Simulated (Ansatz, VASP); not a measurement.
**SnO: VASP beside Ansatz**

File INCAR:

```
PREC = Accurate ; ENCUT = 520
EDIFF = 1E-6 ; ISMEAR = 0
SIGMA = 0.01 ; LREAL = F
LASPH = T ; NELM = 80
ALGO = Normal ; ISIF = 2
LWAVE = F ; LCHARG = F
NBANDS = 28
```

File KPOINTS:

```
regular mesh
0
Gamma
  6 4 6
```

Contents of POSCAR:

```
SnO
1.0
    3.3550050000      0.0000000000      0.0000000000
    0.0000000000      5.6741040000      0.0000000000
    0.0000000000      0.0000000000      4.2219700000
Sn O
2 2
Direct
    0.0000000000      0.2319090000      0.5131440000
    0.5000000000      0.7680910000      0.0131440000
    0.0000000000      0.8912500000      0.7368570000
    0.5000000000      0.1087500000      0.2368570000
```

Input for Ansatz:

```yaml
crystal:
  lattice:
    - [3.355005, 0.0, 0.0]
    - [0.0, 5.674104, 0.0]
    - [0.0, 0.0, 4.22197]
  atoms:
    - { symbol: Sn, position: [0.0, 0.23190900000000003, 0.513144] }
    - { symbol: Sn, position: [0.5, 0.768091, 0.013144] }
    - { symbol: O, position: [0.0, 0.8912500000000001, 0.736857] }
    - { symbol: O, position: [0.5, 0.10875, 0.236857] }
basis:
  ecutwfc: 450.0
kpoints:
  mp_grid:
    grid: [6, 4, 6]
hamiltonian:
  xc: lda
scf:
  convergence:
    dr2_threshold: 1.0e-10
  occupations:
    method: fixed
output:
  forces: true
  stress: true
```

Alike in both runs: task single point; functional LDA; k mesh 6 × 4 × 6; no spin polarisation.

|  | VASP | Ansatz |
| --- | --- | --- |
| version | VASP 6.6.1 | Ansatz 0.2.0 |
| potentials or method | VASP PAW LDA potentials, release 64 (Sn_d, O), cutoff 520 eV | plane waves, PAW |
| occupations | gaussian, width 0.01 eV | fixed |
| valence electrons in the cell | 40 | 40 |

```csv
,VASP,Ansatz,Ansatz less VASP
pressure (GPa),-5.2,-5.5,-0.26
"traceless stress, the component that is largest in VASP (GPa)",-0.92,-0.95,-0.028
rms of the force components (eV/Å),0.284,0.324,+0.0400
```

LDA's correlation is that of Perdew and Zunger in VASP and of Perdew and Wang (1992) in Ansatz. Atom by atom the forces differ by 0.042 eV/Å (rms over components).
